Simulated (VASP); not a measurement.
# Ti36H (a cell with a defect) in VASP: notebook, part 2 of 2

VASP 6.6.1. Earlier steps stand in the parts before.

**3. Single point, PBE**

Input file INCAR:

```
PREC = Accurate
ENCUT = 520
EDIFF = 1E-7
ISMEAR = 1
SIGMA = 0.1
LREAL = Auto
LASPH = T
NELM = 60
ALGO = Normal
ISIF = 2
LWAVE = F
LCHARG = F
GGA = PE
NBANDS = 240
```

Input file KPOINTS:

```
regular mesh
0
Gamma
  1 1 1
```

Input file POSCAR:

```
Ti36H
1.0
    8.8180724700      0.0000000900      0.0000000000
   -4.4090363100      7.6366747300      0.0000000000
    0.0000000000      0.0000000000      9.2970418600
Ti H
36 1
Direct
    0.1071567546      0.2204927371      0.1255171111
    0.2204880881      0.1077013329      0.3748416651
    0.1117296958      0.2221557009      0.6264409595
    0.2225134853      0.1110551141      0.8738706524
    0.1106970233      0.5563004547      0.1273705082
    0.2204741932      0.4468921833      0.3748170460
    0.1114006117      0.5550335808      0.6275698585
    0.2224982869      0.4437269389      0.8739012668
    0.1107478149      0.8882886157      0.1273430047
    0.2219793312      0.7780251689      0.3752646752
    0.1114253635      0.8888942592      0.6275915570
    0.2224927271      0.7773394083      0.8745281128
    0.4464157736      0.2206020911      0.1254807018
    0.5561781635      0.1110850833      0.3729133309
    0.4444500062      0.2220735501      0.6264476718
    0.5554491969      0.1106881630      0.8726719433
    0.4464671348      0.5596625743      0.1255203221
    0.5595591861      0.4467883726      0.3748441231
    0.4443940954      0.5548254832      0.6264547110
    0.5552690284      0.4437375610      0.8738618049
    0.4446876621      0.8892167261      0.1250754033
    0.5561742674      0.7790798374      0.3729213439
    0.4444173126      0.8884237984      0.6257473887
    0.5554829130      0.7769932172      0.8726926086
    0.7776327617      0.2220853399      0.1250601907
    0.8881315212      0.1110684520      0.3729392900
    0.7780212971      0.2220868957      0.6257336232
    0.8893280233      0.1107502252      0.8726713821
    0.7786943039      0.5562563783      0.1273465522
    0.8891875779      0.4451012509      0.3752077814
    0.7777491585      0.5551116147      0.6275742849
    0.8888740489      0.4437304288      0.8745098185
    0.7776593601      0.8893236394      0.1250539534
    0.8892569573      0.7780905068      0.3751956461
    0.7780478272      0.8883926730      0.6257346755
    0.8888538532      0.7773192831      0.8745407343
    0.3334946142      0.3336960766      0.2501931572
```

Potentials or basis: VASP PAW PBE potentials, release 64 (Ti_sv, H).

Started as:

```console
$ cat potpaw_PBE.64/Ti_sv/POTCAR potpaw_PBE.64/H/POTCAR > POTCAR
$ mpirun -np 1 vasp_gam > vasp.out
```

OUTCAR:

```text
PREC = Accurate
   ENCUT = 520
   EDIFF = 1E-7
   ISMEAR = 1
   LREAL = Auto
   LASPH = T
   NELM = 60
   ISIF = 2
   GGA = PE

 ion  position               nearest neighbor table
   1  0.107  0.220  0.126-  26 2.84  28 2.88   2 2.89   6 2.89   8 2.89   4 2.90  25 2.91  33 2.91

   2  0.220  0.108  0.375-   9 2.85  11 2.88  13 2.89   1 2.89   3 2.89  15 2.90  34 2.91  10 2.91

   3  0.112  0.222  0.626-  28 2.85   8 2.86   4 2.86   2 2.89   6 2.90  26 2.91
   4  0.223  0.111  0.874-  11 2.85   3 2.86  15 2.86  13 2.90   1 2.90   9 2.91
   5  0.111  0.556  0.127-   6 2.85  30 2.86  10 2.86  12 2.89  32 2.90   8 2.91
   6  0.220  0.447  0.375-   5 2.85   7 2.88  17 2.89   1 2.89  19 2.90   3 2.90  10 2.91  30 2.91
[... 36 lines left out ...]
  34  0.889  0.778  0.375-   9 2.86  29 2.86  35 2.88  33 2.88  11 2.90  31 2.90   2 2.91  18 2.91

  35  0.778  0.888  0.626-  28 2.86  24 2.86  36 2.87  34 2.88  22 2.90  26 2.90
  36  0.889  0.777  0.875-  31 2.86  11 2.86  35 2.87  33 2.89  29 2.89   9 2.90
  37  0.333  0.334  0.250-

  LATTYP: Found a hexagonal cell.
 ALAT       =     8.8180724700
 C/A-ratio  =     1.0543167899

  Lattice vectors:

 A1 = (   8.8180724700,   0.0000000900,   0.0000000000)
 A2 = (  -4.4090363100,   7.6366747300,   0.0000000000)
 A3 = (   0.0000000000,   0.0000000000,   9.2970418600)

Analysis of symmetry for initial positions (statically):
=====================================================================
 Subroutine PRICEL returns:
 Original cell was already a primitive cell.

 Routine SETGRP: Setting up the symmetry group for a
 hexagonal supercell.

 Subroutine GETGRP returns: Found  1 space group operations
 (whereof  1 operations were pure point group operations)
 out of a pool of 24 trial point group operations.

The static configuration has the point symmetry C_1 .

Analysis of symmetry for dynamics (positions and initial velocities):
=====================================================================
[... 180 lines left out ...]
   LORBIT       =      0    0 simple, 1 ext, 2 COOP (PROOUT), +10 PAW based schemes
   GGA     = PE    functional components
   LHFCALC =     F    Hartree Fock is set to
   AEXX    =    0.0000 exact exchange contribution
   IVDW    =     0    specifies the selected vdW correction
   LEPSILON=     F    determine dielectric tensor
   LRPA    =     F    only Hartree local field effects (RPA)
 non-spin polarized calculation
 Methfessel and Paxton  Order N= 1 SIGMA  =   0.10
  energy-cutoff  :      520.00
  volume of cell :      626.07
 maximum number of plane-waves:      8424
 NGX is ok and might be reduce to    70
   NGX = 33   NGY = 33   NGZ = 35

 number of electron     433.0000047 magnetization

 Free energy of the ion-electron system (eV)
  ---------------------------------------------------
  ext. energy  EPLUGINS =         0.00000000
  ---------------------------------------------------
  free energy    TOTEN  =      -287.20446605 eV

  energy without entropy =     -287.21539175  energy(sigma->0) =     -287.20810795

 E-fermi :   8.3839     XC(G=0): -11.5072

 val. band max:        8.3748914205   @ k =   0.0000   0.0000   0.0000
 cond. band min:       8.4898597822   @ k =   0.0000   0.0000   0.0000
 fundamental gap:      0.1149683617
 Fermi energy:         8.3839393454

 k-point     1 :       0.0000    0.0000    0.0000
  band No.  band energies     occupation
      1     -48.5022      2.00000
      2     -48.4407      2.00000
      3     -48.4385      2.00000
      4     -48.4384      2.00000
      5     -48.4345      2.00000
      6     -48.4141      2.00000
[... 220 lines left out ...]
    227       8.9076     -0.00000
    228       8.9079     -0.00000
 [bands above 228 left out]

------------------------ aborting loop because EDIFF is reached ----------------------------------------

  FORCE on cell =-STRESS in cart. coord.  units (eV):
  Direction    XX          YY          ZZ          XY          YZ          ZX
  --------------------------------------------------------------------------------------
  -------------------------------------------------------------------------------------
  Total       -2.1505752     -2.1543977     -6.6181881     -0.0137355      0.0083507     -0.0073343
  in kB       -5.5035444     -5.5133264    -16.9366277     -0.0351506      0.0213703     -0.0187693
  external PRESSURE =      -9.3178328 kB  Pullay stress =       0.0000000 kB

 VOLUME and BASIS-vectors are now :
 -----------------------------------------------------------------------------
  energy-cutoff  :      520.00
  volume of cell :      626.07
      direct lattice vectors                 reciprocal lattice vectors
     8.818072470  0.000000090  0.000000000     0.113403467  0.065473524  0.000000000
    -4.409036310  7.636674730  0.000000000    -0.000000001  0.130947046  0.000000000
     0.000000000  0.000000000  9.297041860     0.000000000  0.000000000  0.107561095

 POSITION                                       TOTAL-FORCE (eV/Angst)
 -----------------------------------------------------------------------------------
     -0.02724      1.68383      1.16694        -0.002515     -0.003901     -0.004637
      1.46942      0.82248      3.48492        -0.002214     -0.004267      0.002386
      0.00575      1.69653      5.82405        -0.003534      0.004765     -0.001993
      1.47249      0.84809      8.12441         0.007104      0.007688      0.001256
     -1.47661      4.24829      1.18417        -0.003016     -0.001933      0.006797
     -0.02621      3.41277      3.48469        -0.013308     -0.003810     -0.000712
[... 29 lines left out ...]
      4.41075      5.93613      8.13064        -0.004652     -0.003230     -0.000682
      1.46950      2.54833      2.32606        -0.001774      0.001664     -0.000131
 -----------------------------------------------------------------------------------
    total drift:                               -0.021167     -0.053150     -0.028598

  FREE ENERGIE OF THE ION-ELECTRON SYSTEM (eV)
  ---------------------------------------------------
  free  energy   TOTEN  =      -287.2044660492 eV

  energy  without entropy=     -287.2153917454  energy(sigma->0) =     -287.20810795
```

OSZICAR:

```text
N       E                     dE             d eps       ncg     rms          rms(c)
DAV:   1     0.852807678241E+04    0.85281E+04   -0.23852E+05   496   0.246E+03
DAV:   2     0.110211740018E+04   -0.74260E+04   -0.73667E+04   480   0.841E+02
DAV:   3     0.358450966507E+02   -0.10663E+04   -0.10243E+04   616   0.279E+02
[... 18 lines left out ...]
DAV:  22    -0.287204464563E+03   -0.68497E-06   -0.10068E-06   568   0.514E-03    0.123E-03
DAV:  23    -0.287204465023E+03   -0.46030E-06   -0.17416E-07   320   0.256E-03    0.942E-04
DAV:  24    -0.287204465759E+03   -0.73550E-06   -0.10034E-07   312   0.162E-03    0.455E-04
DAV:  25    -0.287204466012E+03   -0.25326E-06   -0.59998E-08   312   0.113E-03    0.271E-04
DAV:  26    -0.287204466049E+03   -0.37093E-07   -0.34740E-08   312   0.856E-04
   1 F= -.28720447E+03 E0= -.28720811E+03  d E =0.109257E-01
```

Wall time 8.3 min (1 thread of Intel Xeon Platinum 8259CL at 2.50GHz (Skylake/Cascade Lake), shared host); peak memory 0.72 GiB.

Results:

| Item | Value |
| --- | --- |
| Free energy | -287.2045 eV |
| Pressure | -0.9 GPa |
| Largest force | 0.020 eV/Å |
| Band gap on the k mesh | zero (an odd number of electrons rules out a gap without spin polarisation) |

Forces in eV/Å, atoms in the order of the input:
```
Ti  -0.003 -0.004 -0.005
Ti  -0.002 -0.004  0.002
Ti  -0.004  0.005 -0.002
Ti   0.007  0.008  0.001
Ti  -0.003 -0.002  0.007
Ti  -0.013 -0.004 -0.001
Ti  -0.004 -0.006 -0.002
Ti   0.013 -0.002  0.004
Ti   0.005 -0.005 -0.003
Ti   0.000  0.002 -0.007
Ti   0.005 -0.003 -0.007
Ti   0.001  0.008 -0.006
Ti   0.003 -0.006 -0.001
Ti  -0.002 -0.003 -0.001
Ti  -0.002  0.003 -0.002
Ti  -0.001  0.002  0.005
Ti   0.002  0.003 -0.010
Ti   0.006  0.000  0.003
Ti   0.006 -0.001 -0.007
Ti  -0.005  0.002  0.000
Ti   0.003  0.000  0.006
Ti  -0.001  0.012 -0.003
Ti  -0.006  0.006 -0.002
Ti   0.004 -0.001 -0.002
Ti  -0.001 -0.002  0.004
Ti  -0.011  0.002  0.007
Ti   0.004  0.001 -0.002
Ti   0.000  0.002  0.008
Ti   0.006  0.004  0.010
Ti   0.000  0.001 -0.008
Ti   0.000  0.001  0.002
Ti   0.003  0.008  0.005
Ti  -0.005 -0.008  0.000
Ti   0.001 -0.020 -0.004
Ti  -0.001  0.003  0.010
Ti  -0.005 -0.003 -0.001
H   -0.002  0.002  0.000
```

Stress tensor (GPa, compression positive):
```
-0.55  0.00  0.00
 0.00 -0.55  0.00
 0.00  0.00 -1.69
```

Levels at points of the mesh, in eV from the Fermi level:
| k point | band 214 | band 215 | band 216 | band 217 | band 218 | band 219 | band 220 | band 221 |
| --- | --- | --- | --- | --- | --- | --- | --- | --- |
| (0.00, 0.00, 0.00) | -0.24 | -0.23 | -0.23 | -0.01 | 0.11 | 0.16 | 0.16 | 0.21 |

Caveat: the k points lie up to 0.82 Å⁻¹ apart, too coarse for converged energies and pressures of a metal.

**4. Single point, PBE**

Input file INCAR:

```
PREC     = Accurate       # precision mode
ENCUT    = 520            # plane-wave cutoff, eV
EDIFF    = 1E-7           # SCF threshold, eV
ISMEAR   = 1              # smearing method
SIGMA    = 0.1            # smearing width, eV
LREAL    = Auto         
LASPH    = T              # aspherical terms in the spheres
NELM     = 100            # most SCF steps
ALGO     = Normal         # electronic algorithm
ISIF     = 2              # what is computed and relaxed
LWAVE    = F              # write WAVECAR
LCHARG   = F              # write CHGCAR
GGA      = PE             # functional
NBANDS   = 240            # bands
```

KPOINTS is that of step 3.

Input file POSCAR:

```
Ti36H
1.0
    8.8180724700      0.0000000900      0.0000000000
   -4.4090363100      7.6366747300      0.0000000000
    0.0000000000      0.0000000000      9.2970418600
Ti H
36 1
Direct
    0.1116214410      0.2220267394      0.1262850074
    0.2205125133      0.1072430094      0.3731896718
    0.1076990930      0.2199486098      0.6277717244
    0.2227987876      0.1106602035      0.8747525420
    0.1114590266      0.5550641005      0.1251955211
    0.2204391782      0.4466254097      0.3732473245
    0.1111193435      0.5555933885      0.6262336007
    0.2226747153      0.4432575826      0.8747473791
    0.1114750714      0.8887890646      0.1251190451
    0.2220365290      0.7777078624      0.3726265894
    0.1112345572      0.8878852681      0.6261841226
    0.2228394000      0.7769668330      0.8739176528
    0.4444369201      0.2220716503      0.1261359277
    0.5562838476      0.1107963845      0.3746259350
    0.4470268729      0.2197868862      0.6276783613
    0.5556670317      0.1102502044      0.8756778901
    0.4443910359      0.5546478159      0.1261890629
    0.5598857588      0.4465747292      0.3731976313
    0.4469468168      0.5592644850      0.6277021323
    0.5554916792      0.4432603286      0.8746660629
    0.4442818759      0.8882702485      0.1270219085
    0.5562716574      0.7786467488      0.3747306996
    0.4454731195      0.8887924653      0.6283333008
    0.5556829070      0.7765159784      0.8757698548
    0.7781552354      0.2220594683      0.1269285454
    0.8883462544      0.1108080349      0.3747981404
    0.7780398384      0.2214812061      0.6283134020
    0.8895313932      0.1102851633      0.8757108038
    0.7775994147      0.5549527877      0.1251792793
    0.8893797653      0.4449614577      0.3725295693
    0.7791977123      0.5556898886      0.6261365806
    0.8890327761      0.4431910537      0.8739388423
    0.7781002886      0.8884149410      0.1269755496
    0.8894705324      0.7777619357      0.3725051529
    0.7780143636      0.8886270753      0.6283371730
    0.8889894444      0.7768777812      0.8738926986
    0.3336958348      0.3331977673      0.5004612295
```

Potentials or basis: VASP PAW PBE potentials, release 64 (Ti_sv, H).

Started as:

```console
$ cat potpaw_PBE.64/Ti_sv/POTCAR potpaw_PBE.64/H/POTCAR > POTCAR
$ mpirun -np 1 vasp_gam > vasp.out
```

OUTCAR:

```text
PREC = Accurate
   ENCUT = 520
   EDIFF = 1E-7
   ISMEAR = 1
   LREAL = Auto
   LASPH = T
   NELM = 100
   ISIF = 2
   GGA = PE

 ion  position               nearest neighbor table
   1  0.112  0.222  0.126-   2 2.86   6 2.87  26 2.87  28 2.88   8 2.88   4 2.89
   2  0.221  0.107  0.373-   9 2.85   1 2.86  13 2.86  11 2.89  34 2.91  10 2.91
   3  0.108  0.220  0.628-  28 2.84   8 2.86   4 2.87  26 2.89  27 2.91  35 2.91
   4  0.223  0.111  0.875-  15 2.87   3 2.87  11 2.87   9 2.88  13 2.89   1 2.89
   5  0.111  0.555  0.125-   6 2.84  30 2.86  10 2.86   8 2.88  12 2.89  32 2.89
[... 509 lines left out ...]
  Total       -1.9413244     -1.9496057     -7.2340832     -0.0345236      0.0268674     -0.0227412
  in kB       -4.9680499     -4.9892427    -18.5127670     -0.0883495      0.0687565     -0.0581971
  external PRESSURE =      -9.4900199 kB  Pullay stress =       0.0000000 kB

 VOLUME and BASIS-vectors are now :
 -----------------------------------------------------------------------------
  energy-cutoff  :      520.00
  volume of cell :      626.07
      direct lattice vectors                 reciprocal lattice vectors
     8.818072470  0.000000090  0.000000000     0.113403467  0.065473524  0.000000000
    -4.409036310  7.636674730  0.000000000    -0.000000001  0.130947046  0.000000000
     0.000000000  0.000000000  9.297041860     0.000000000  0.000000000  0.107561095

 POSITION                                       TOTAL-FORCE (eV/Angst)
 -----------------------------------------------------------------------------------
      0.00536      1.69555      1.17408        -0.004632     -0.000493     -0.000622
      1.47166      0.81898      3.46956         0.001698     -0.004837     -0.010847
     -0.02006      1.67968      5.83642        -0.010165     -0.006166      0.008457
      1.47675      0.84508      8.13261         0.007013      0.004694     -0.005132
     -1.46444      4.23884      1.16395        -0.007606     -0.000800     -0.004898
     -0.02534      3.41073      3.47010         0.002464     -0.005918     -0.004440
[... 29 lines left out ...]
      4.41389      5.93276      8.12462         0.001353      0.000754      0.003531
      1.47347      2.54452      4.65281         0.000201      0.001096      0.000485
 -----------------------------------------------------------------------------------
    total drift:                                0.023395     -0.002716     -0.011247

  FREE ENERGIE OF THE ION-ELECTRON SYSTEM (eV)
  ---------------------------------------------------
  free  energy   TOTEN  =      -287.2586127300 eV

  energy  without entropy=     -287.2616179125  energy(sigma->0) =     -287.25961446
```

stdout:

```text
POSCAR found type information on POSCAR TiH
 POSCAR found :  2 types and      37 ions
 scaLAPACK will be used
 LDA part: xc-table for (Slater+PW92), standard interpolation
 POSCAR, INCAR and KPOINTS ok, starting setup
 FFT: planning ... GRIDC
 FFT: planning ... GRID_SOFT
 FFT: planning ... GRID
 WAVECAR not read
 entering main loop
```

Wall time 9.3 min (1 thread of Intel Xeon Platinum 8259CL at 2.50GHz (Skylake/Cascade Lake), shared host); peak memory 0.72 GiB.

What came out:

* Free energy: -287.2586 eV
* Pressure: -0.9 GPa
* Largest force: 0.017 eV/Å
* Band gap on the k mesh: zero (an odd number of electrons rules out a gap without spin polarisation)

Forces in eV/Å, atoms in the order of the input:
```
Ti  -0.005  0.000 -0.001
Ti   0.002 -0.005 -0.011
Ti  -0.010 -0.006  0.008
Ti   0.007  0.005 -0.005
Ti  -0.008 -0.001 -0.005
Ti   0.002 -0.006 -0.004
Ti  -0.001  0.004 -0.003
Ti   0.008 -0.002  0.003
Ti   0.006 -0.004 -0.003
Ti  -0.003  0.001 -0.011
Ti   0.002 -0.010  0.005
Ti  -0.008 -0.001 -0.002
Ti   0.007 -0.002  0.003
Ti  -0.003 -0.006  0.000
Ti   0.000 -0.008  0.000
Ti   0.002  0.009  0.006
Ti   0.001  0.004  0.001
Ti  -0.002  0.001 -0.002
Ti  -0.001 -0.002  0.015
Ti   0.001  0.003  0.005
Ti   0.001  0.009 -0.015
Ti  -0.003  0.006  0.003
Ti   0.003  0.002 -0.002
Ti   0.008 -0.002 -0.007
Ti   0.000 -0.002  0.004
Ti  -0.005  0.010  0.001
Ti   0.004 -0.005  0.008
Ti  -0.012  0.012  0.004
Ti   0.001  0.007 -0.002
Ti   0.001 -0.001 -0.005
Ti   0.004  0.000 -0.002
Ti   0.000  0.003  0.006
Ti  -0.003 -0.004 -0.009
Ti   0.002 -0.014  0.006
Ti  -0.001  0.005  0.006
Ti   0.001  0.001  0.004
H    0.000  0.001  0.000
```

Stress tensor (GPa, compression positive):
```
-0.50 -0.01 -0.01
-0.01 -0.50  0.01
-0.01  0.01 -1.85
```

Caveat: the k points lie up to 0.82 Å⁻¹ apart, too coarse for converged energies and pressures of a metal.

The gap in the log of VASP goes by the Fermi energy; the results here count the filled bands.